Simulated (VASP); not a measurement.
# Cl (Cmce) in VASP: notebook

The runs below take Cl through single point, relaxation of shape and atoms at fixed volume, with PBE+D3(BJ).

All numbers are computed with VASP 6.6.1; they aren't measurements. Logs are shortened: lines on timing, memory, paths and dates and some standing lists are left out, and cuts for length are marked.

**1. The cell of the first run**

The structure is orthorhombic, space group Cmce (No. 64). Conventional cell: a = 6.941 Å, b = 4.186 Å, c = 8.214 Å, α = 90.00°, β = 90.00°, γ = 90.00°. Cl (site symmetry m) has 1 Cl at 2.03 Å within 2.7 Å.

**2. Single point, PBE+D3(BJ) (29.83 Å³/atom)**

File INCAR:

```
SYSTEM = Cl
  PREC = Accurate
  ENCUT = 520
  EDIFF = 1E-7
  ISMEAR = 0
  SIGMA = 0.02
  LREAL = .FALSE.
  LASPH = .TRUE.
  NELM = 60
  ALGO = Normal
  ISIF = 2
  LWAVE = .FALSE.
  LCHARG = .FALSE.
  GGA = PE
  IVDW = 12
  NBANDS = 22
```

File KPOINTS:

```
Automatic mesh
0
G
  8 8 4
  0 0 0
```

File POSCAR:

```
Cl
1.0
    3.4705910748     -2.0930368114      0.0000000000
    3.4705910748      2.0930368114      0.0000000000
    0.0000000000      0.0000000000      8.2137265060
Cl
4
Direct
    0.8806826904      0.1193173096      0.1074886212
    0.6193173096      0.3806826904      0.6074886212
    0.1193173096      0.8806826904      0.8925113788
    0.3806826904      0.6193173096      0.3925113788
```

Potentials or basis: VASP PAW PBE potentials, release 64 (Cl).

On the command line:

```bash
cat potpaw_PBE.64/Cl/POTCAR > POTCAR
mpirun -np 1 vasp_std > vasp.out
```

OUTCAR:

```text
SYSTEM = Cl
   PREC = Accurate
   ENCUT = 520
   EDIFF = 1E-7
   ISMEAR = 0
   LREAL = .FALSE.
   LASPH = .TRUE.
   NELM = 60
   ISIF = 2
   GGA = PE
   IVDW = 12
 IVDW          = 12

 ion  position               nearest neighbor table
   1  0.881  0.119  0.107-   3 2.03
   2  0.619  0.381  0.607-   4 2.03
   3  0.119  0.881  0.893-   1 2.03
   4  0.381  0.619  0.393-   2 2.03

  LATTYP: Found a base centered orthorhombic cell.
 ALAT       =     4.1860736228
 B/A-ratio  =     1.6581605521
 C/A-ratio  =     1.9621552906

  Lattice vectors:

 A1 = (  -3.4705910748,  -2.0930368114,   0.0000000000)
 A2 = (   3.4705910748,  -2.0930368114,   0.0000000000)
 A3 = (   0.0000000000,   0.0000000000,   8.2137265060)

Analysis of symmetry for initial positions (statically):
=====================================================================
 Subroutine PRICEL returns:
 Original cell was already a primitive cell.

 Routine SETGRP: Setting up the symmetry group for a
 base centered orthorhombic supercell.

 Subroutine GETGRP returns: Found  8 space group operations
 (whereof  4 operations were pure point group operations)
 out of a pool of  8 trial point group operations.

The static configuration has the point symmetry C_2h.
 The point group associated with its full space group is D_2h.

Analysis of symmetry for dynamics (positions and initial velocities):
=====================================================================
 Subroutine PRICEL returns:
 Original cell was already a primitive cell.

 Routine SETGRP: Setting up the symmetry group for a
 base centered orthorhombic supercell.

 Subroutine GETGRP returns: Found  8 space group operations
 (whereof  4 operations were pure point group operations)
 out of a pool of  8 trial point group operations.

The dynamic configuration has the point symmetry C_2h.
 The point group associated with its full space group is D_2h.

 Subroutine INISYM returns: Found  8 space group operations
 (whereof  4 operations are pure point group operations),
 and found     1 'primitive' translations

----------------------------------------------------------------------------------------

                                     Primitive cell

  volume of cell :     119.3302

  direct lattice vectors                    reciprocal lattice vectors
     3.470591075 -2.093036811  0.000000000     0.144067679 -0.238887342  0.000000000
     3.470591075  2.093036811  0.000000000     0.144067679  0.238887342  0.000000000
     0.000000000  0.000000000  8.213726506     0.000000000  0.000000000  0.121747419

  length of vectors
     4.052876201  4.052876201  8.213726506     0.278967127  0.278967127  0.121747419

  position of ions in fractional coordinates (direct lattice)
     0.880682690  0.119317310  0.107488621
     0.619317310  0.380682690  0.607488621
     0.119317310  0.880682690  0.892511379
     0.380682690  0.619317310  0.392511379

  ion indices of the primitive-cell ions
   primitive index   ion index
                 1           1
                 2           2
                 3           3
                 4           4

----------------------------------------------------------------------------------------

 KPOINTS: Automatic mesh

Automatic generation of k-mesh.
 Grid dimensions read from file:
 generate k-points for:    8    8    4

 Generating k-lattice:

  Cartesian coordinates                     Fractional coordinates (reciprocal lattice)
     0.018008460 -0.029860918  0.000000000     0.125000000  0.000000000  0.000000000
     0.018008460  0.029860918  0.000000000     0.000000000  0.125000000  0.000000000
     0.000000000  0.000000000  0.030436855     0.000000000  0.000000000  0.250000000

  Length of vectors
     0.034870891  0.034870891  0.030436855

  Shift w.r.t. Gamma in fractional coordinates (k-lattice)
     0.000000000  0.000000000  0.000000000

 Subroutine IBZKPT returns following result:
 ===========================================

 Found     63 irreducible k-points:

 Following reciprocal coordinates:
            Coordinates               Weight
  0.000000  0.000000  0.000000      1.000000
  0.125000 -0.000000  0.000000      4.000000
  0.250000 -0.000000  0.000000      4.000000
  0.375000 -0.000000  0.000000      4.000000
  0.500000 -0.000000  0.000000      2.000000
  0.125000  0.125000  0.000000      2.000000
[... 16 lines left out ...]
  0.125000 -0.000000  0.250000      8.000000
  0.250000 -0.000000  0.250000      8.000000
 [... further k-points ...]
   k-points           NKPTS =     63   k-points in BZ     NKDIM =     63   number of bands    NBANDS=     22
   number of dos      NEDOS =    301   number of ions     NIONS =      4
   total plane-waves  NPLWV =  57600
   dimension x,y,z NGX =    30 NGY =   30 NGZ =   64
   dimension x,y,z NGXF=    60 NGYF=   60 NGZF=  128
   ions per type =               4
   NGX,Y,Z   is equivalent  to a cutoff of  12.31, 12.31, 12.95 a.u.
   NGXF,Y,Z  is equivalent  to a cutoff of  24.61, 24.61, 25.91 a.u.
 SYSTEM =  Cl
   PREC   = accura    normal or accurate (medium, high low for compatibility)
   ISTART =      0    job   : 0-new  1-cont  2-samecut
   ICHARG =      2    charge: 1-file 2-atom 10-const
   ISPIN  =      1    spin polarized calculation?
   LNONCOLLINEAR =      F non collinear calculations
   LSORBIT =      F    spin-orbit coupling
   LASPH  =      T    aspherical Exc in radial PAW
   ENCUT  =  520.0 eV  38.22 Ry    6.18 a.u.   7.54  7.54 15.27*2*pi/ulx,y,z
   NELM   =     60;   NELMIN=  2; NELMDL= -5     # of ELM steps
   EDIFF  = 0.1E-06   stopping-criterion for ELM
   LREAL  =      F    real-space projection
   EDIFFG = 0.1E-05   stopping-criterion for IOM
   NSW    =      0    number of steps for IOM
   IBRION =     -1    ionic relax: 0-MD 1-quasi-New 2-CG
   NFREE  =      0    steps in history (QN), initial steepest desc. (CG)
   ISIF   =      2    stress and relaxation
   ISYM   =      2    0-nonsym 1-usesym 2-fastsym
   POTIM  = 0.5000    time-step for ionic-motion
   TEBEG  =    0.0;   TEEND  =   0.0 temperature during run
   PSTRESS=    0.0 pullay stress
   NELECT =      28.0000    total number of electrons
   NUPDOWN=      -1.0000    fix difference up-down
   EMIN   =  10.00;   EMAX   =-10.00  energy-range for DOS
   EFERMI =   0.00;   METHOD = LEGACY
   ISMEAR =     0;   SIGMA  =   0.02  broadening in eV -4-tet -1-fermi 0-gaus
   EFERMI_NEDOS =   21; number of points for ismear=-14 and -15
   IALGO  =     38    algorithm
   IMIX   =      4    mixing-type and parameters
     AMIX     =   0.40;   BMIX     =  1.00
     AMIX_MAG =   1.60;   BMIX_MAG =  1.00
  volume/ion in A,a.u.               =      29.83       201.32
  Fermi-wavevector in a.u.,A,eV,Ry     =   1.009743  1.908137 13.872228  1.019580
  Thomas-Fermi vector in A             =   2.142689
   LORBIT       =      0    0 simple, 1 ext, 2 COOP (PROOUT), +10 PAW based schemes
   GGA     = PE    functional components
   LHFCALC =     F    Hartree Fock is set to
   AEXX    =    0.0000 exact exchange contribution
   IVDW    =    12    specifies the selected vdW correction
   LEPSILON=     F    determine dielectric tensor
   LRPA    =     F    only Hartree local field effects (RPA)
 non-spin polarized calculation
 Gauss-broadening in eV      SIGMA  =   0.02
  energy-cutoff  :      520.00
  volume of cell :      119.33
 maximum number of plane-waves:      3246
   NGX = 15   NGY = 15   NGZ = 31

 number of electron      28.0000001 magnetization

 Free energy of the ion-electron system (eV)
  ---------------------------------------------------
  ext. energy  EPLUGINS =         0.00000000
  ---------------------------------------------------
  free energy    TOTEN  =        -7.36448491 eV

  energy without entropy =       -7.36448491  energy(sigma->0) =       -7.36448491

 E-fermi :  -0.6347     XC(G=0):  -7.5916

 val. band max:       -0.7483391762   @ k =   0.0000   0.0000   0.0000
 cond. band min:       1.5407149414   @ k =   0.0000   0.0000   0.0000
 fundamental gap:      2.2890541176
 Fermi energy:        -0.6346798347

 k-point     1 :       0.0000    0.0000    0.0000
  band No.  band energies     occupation
      1     -17.3297      2.00000
      2     -17.0404      2.00000
      3     -13.5959      2.00000
      4     -12.8130      2.00000
      5      -6.2585      2.00000
      6      -5.0824      2.00000
[... 14 lines left out ...]
     21      10.1851      0.00000
     22      10.2642      0.00000

 k-point     2 :       0.1250   -0.0000    0.0000
  band No.  band energies     occupation
      1     -17.3014      2.00000
      2     -17.0326      2.00000
      3     -13.5672      2.00000
      4     -12.8464      2.00000
      5      -6.2475      2.00000
      6      -5.1511      2.00000
[... 14 lines left out ...]
     21       9.6198      0.00000
     22      10.1700      0.00000

 k-point     3 :       0.2500   -0.0000    0.0000
  band No.  band energies     occupation
      1     -17.2272      2.00000
      2     -17.0183      2.00000
      3     -13.4866      2.00000
      4     -12.9398      2.00000
      5      -6.2095      2.00000
      6      -5.3588      2.00000
[... 14 lines left out ...]
     21       9.4106      0.00000
     22      10.1184      0.00000

 k-point     4 :       0.3750   -0.0000    0.0000
  band No.  band energies     occupation
      1     -17.1348      2.00000
      2     -17.0201      2.00000
      3     -13.3672      2.00000
      4     -13.0742      2.00000
      5      -6.1196      2.00000
      6      -5.6586      2.00000
[... 14 lines left out ...]
     21       9.9356      0.00000
     22      10.4764      0.00000

 k-point     5 :       0.5000   -0.0000    0.0000
  band No.  band energies     occupation
      1     -17.0583      2.00000
      2     -17.0583      2.00000
      3     -13.2241      2.00000
      4     -13.2241      2.00000
      5      -5.9375      2.00000
      6      -5.9375      2.00000
[... 14 lines left out ...]
     21      10.4895      0.00000
     22      10.4895      0.00000

 k-point     6 :       0.1250    0.1250    0.0000
  band No.  band energies     occupation
      1     -17.3112      2.00000
      2     -17.0271      2.00000
      3     -13.5774      2.00000
      4     -12.8109      2.00000
      5      -6.2406      2.00000
      6      -5.0952      2.00000
[... 14 lines left out ...]
     21       9.8451      0.00000
     22      10.0848      0.00000

 k-point     7 :       0.2500    0.1250    0.0000
  band No.  band energies     occupation
      1     -17.2691      2.00000
      2     -17.0100      2.00000
      3     -13.5344      2.00000
      4     -12.8444      2.00000
      5      -6.2144      2.00000
      6      -5.1775      2.00000
[... 324 lines left out ...]
      6      -5.4616      2.00000
[... 14 lines left out ...]
     21       9.7192      0.00000
     22       9.8790      0.00000

 k-point    21 :       0.5000    0.5000    0.0000
  band No.  band energies     occupation
      1     -17.2008      2.00000
      2     -16.9477      2.00000
      3     -13.4668      2.00000
      4     -12.7989      2.00000
      5      -6.1095      2.00000
      6      -5.1687      2.00000
[... 14 lines left out ...]
     21       9.6985      0.00000
     22      10.5803      0.00000

 k-point    22 :       0.0000    0.0000    0.2500
  band No.  band energies     occupation
      1     -17.2919      2.00000
      2     -17.0882      2.00000
      3     -13.4829      2.00000
      4     -12.9311      2.00000
      5      -6.1047      2.00000
      6      -5.2913      2.00000
[... 14 lines left out ...]
     21      10.0001      0.00000
     22      10.0617      0.00000

 k-point    23 :       0.1250   -0.0000    0.2500
  band No.  band energies     occupation
      1     -17.2661      2.00000
      2     -17.0766      2.00000
      3     -13.4630      2.00000
      4     -12.9548      2.00000
      5      -6.1030      2.00000
      6      -5.3403      2.00000
[... 14 lines left out ...]
     21       9.6008      0.00000
     22       9.9786      0.00000

 k-point    24 :       0.2500   -0.0000    0.2500
  band No.  band energies     occupation
      1     -17.1990      2.00000
      2     -17.0516      2.00000
      3     -13.4075      2.00000
      4     -13.0215      2.00000
      5      -6.0855      2.00000
      6      -5.4744      2.00000
[... 14 lines left out ...]
     21       9.5619      0.00000
     22       9.7837      0.00000

 [... further k-points ...]

------------------------ aborting loop because EDIFF is reached ----------------------------------------

 Edisp (eV)   -0.57719

 E8    (eV) :    -0.1913

  FORCE on cell =-STRESS in cart. coord.  units (eV):
  Direction    XX          YY          ZZ          XY          YZ          ZX
  --------------------------------------------------------------------------------------
  -------------------------------------------------------------------------------------
  Total      -0.40519    -0.55368    -0.88790     0.00000     0.00000     0.00000
  in kB      -5.44025    -7.43393   -11.92128     0.00000     0.00000     0.00000
  external pressure =       -8.27 kB  Pullay stress =        0.00 kB

 VOLUME and BASIS-vectors are now :
 -----------------------------------------------------------------------------
  energy-cutoff  :      520.00
  volume of cell :      119.33
      direct lattice vectors                 reciprocal lattice vectors
     3.470591075 -2.093036811  0.000000000     0.144067679 -0.238887342  0.000000000
     3.470591075  2.093036811  0.000000000     0.144067679  0.238887342  0.000000000
     0.000000000  0.000000000  8.213726506     0.000000000  0.000000000  0.121747419

 POSITION                                       TOTAL-FORCE (eV/Angst)
 -----------------------------------------------------------------------------------
      3.47059     -1.59357      0.88288         0.000000     -0.079049     -0.148503
      3.47059     -0.49947      4.98975         0.000000      0.079049     -0.148503
      3.47059      1.59357      7.33084         0.000000      0.079049      0.148503
      3.47059      0.49947      3.22398         0.000000     -0.079049      0.148503
 -----------------------------------------------------------------------------------
    total drift:                               -0.000000     -0.000000     -0.000000

  FREE ENERGIE OF THE ION-ELECTRON SYSTEM (eV)
  ---------------------------------------------------
  free  energy   TOTEN  =        -7.9416780010 eV

  energy  without entropy=       -7.9416780010  energy(sigma->0) =       -7.94167800
```

It took 68 s on 1 thread of Intel Xeon 6975P-C (Granite Rapids), shared host; peak memory 0.28 GiB.

Results:

```yaml
Free_energy: -7.9417 eV
Pressure: -0.8 GPa
Largest_force: 0.168 eV/Å
Band_gap_on_the_k_mesh: 2.29 eV
Dispersion_energy_per_atom: -0.144 eV
```

Forces on the atoms (eV/Å):
```
Cl   0.000 -0.079 -0.149
Cl   0.000  0.079 -0.149
Cl   0.000  0.079  0.149
Cl   0.000 -0.079  0.149
```

Levels at points of the mesh, in eV from the valence-band top:
| k point | band 10 | band 11 | band 12 | band 13 | band 14 | band 15 | band 16 | band 17 | band 18 | band 19 |
| --- | --- | --- | --- | --- | --- | --- | --- | --- | --- | --- |
| (0.00, 0.00, 0.00) | -2.30 | -0.88 | -0.29 | -0.23 | 0.00 | 2.29 | 3.09 | 6.60 | 7.15 | 8.74 |
| (0.50, 0.00, 0.00) | -2.63 | -0.70 | -0.70 | -0.31 | -0.31 | 2.93 | 2.93 | 8.04 | 8.04 | 10.05 |
| (0.50, 0.50, 0.00) | -2.60 | -1.16 | -1.00 | -0.31 | -0.10 | 2.37 | 2.97 | 8.48 | 8.66 | 9.09 |
| (0.00, 0.00, 0.50) | -2.40 | -0.70 | -0.70 | -0.11 | -0.11 | 2.63 | 2.63 | 7.10 | 7.10 | 9.44 |
| (0.50, 0.00, 0.50) | -2.67 | -0.49 | -0.49 | -0.10 | -0.10 | 2.69 | 2.69 | 8.28 | 8.28 | 9.67 |
| (0.50, 0.50, 0.50) | -2.60 | -0.76 | -0.76 | -0.59 | -0.59 | 2.62 | 2.62 | 9.08 | 9.08 | 9.69 |

A k mesh can miss the band edges.

**3. Relaxation of shape and atoms at fixed volume, PBE+D3(BJ) (23.87 Å³/atom)**

This run uses another cell than the first one, of 23.87 Å³/atom.

File INCAR:

```
PREC = Accurate ; ENCUT = 600
EDIFF = 1E-6 ; ISMEAR = 0
SIGMA = 0.02 ; LREAL = F
LASPH = T ; NELM = 80
ALGO = Normal ; ISIF = 4
LWAVE = F ; LCHARG = F
GGA = PE ; IVDW = 12
IBRION = 2 ; NSW = 50
EDIFFG = -0.01
```

File KPOINTS:

```
Automatic mesh
0
Gamma
  8 8 4
```

File POSCAR:

```
Cl
1.0
    3.0981182494     -1.9565292669      0.0000000000
    3.0981182494      1.9565292669      0.0000000000
    0.0000000000      0.0000000000      7.8745582236
Cl
4
Direct
    0.8703892148      0.1296107852      0.1103967080
    0.6296107852      0.3703892148      0.6103967080
    0.1296107852      0.8703892148      0.8896032920
    0.3703892148      0.6296107852      0.3896032920
```

Potentials or basis: VASP PAW PBE potentials, release 64 (Cl).

On the command line:

```bash
cat potpaw_PBE.64/Cl/POTCAR > POTCAR
mpirun -np 1 vasp_std > vasp.out
```

It took 2.4 min on 1 thread of Intel Xeon 6975P-C (Granite Rapids), shared host; peak memory 0.27 GiB.

Results (log left out):

- Free energy: -7.9034 eV
- Energy gained by relaxing: 0.9 meV/atom
- Ionic steps: 5
- Pressure after relaxing: 1.6 GPa
- Band gap on the k mesh: 2.25 eV
- Dispersion energy per atom: -0.191 eV

Forces in eV/Å, atoms in the order of the input:
```
Cl   0.000 -0.002 -0.002
Cl   0.000  0.002 -0.002
Cl   0.000  0.002  0.002
Cl   0.000 -0.002  0.002
```

Step by step:
```
step  energy change (eV)  largest force (eV/Å)  pressure (GPa)  volume (Å³)
   1              0.0000                0.1591            2.09        95.46
   2             -0.0011                0.1648            1.24        95.46
   3             -0.0027                0.0356            1.61        95.46
   4             -0.0030                0.0265            1.60        95.46
   5             -0.0034                0.0026            1.59        95.46
```

Final structure:
```xyz
4
Lattice="3.0772 -1.9567 0.0000 3.0772 1.9567 0.0000 0.0000 0.0000 7.9277" Properties=species:S:1:pos:R:3 pbc="T T T"
Cl    3.0772   -1.4452    0.8731
Cl    3.0772   -0.5114    4.8369
Cl    3.0772    1.4452    7.0546
Cl    3.0772    0.5114    3.0907
```

Levels at points of the mesh, in eV from the valence-band top:
| k point | band 10 | band 11 | band 12 | band 13 | band 14 | band 15 | band 16 | band 17 | band 18 |
| --- | --- | --- | --- | --- | --- | --- | --- | --- | --- |
| (0.00, 0.00, 0.00) | -2.07 | -1.14 | -0.51 | -0.16 | 0.00 | 2.25 | 3.18 | 7.24 | 7.29 |
| (0.50, 0.00, 0.00) | -2.59 | -1.16 | -1.16 | -0.40 | -0.40 | 3.05 | 3.05 | 7.94 | 7.94 |
| (0.50, 0.50, 0.00) | -2.74 | -1.88 | -1.40 | -0.60 | -0.27 | 2.27 | 2.90 | 8.06 | 8.30 |
| (0.00, 0.00, 0.50) | -2.16 | -1.03 | -1.03 | -0.08 | -0.08 | 2.62 | 2.62 | 7.60 | 7.60 |
| (0.50, 0.00, 0.50) | -2.66 | -0.78 | -0.78 | -0.06 | -0.06 | 2.62 | 2.62 | 8.31 | 8.31 |
| (0.50, 0.50, 0.50) | -2.68 | -1.17 | -1.17 | -1.01 | -1.01 | 2.49 | 2.49 | 8.94 | 8.94 |

A k mesh can miss the band edges.
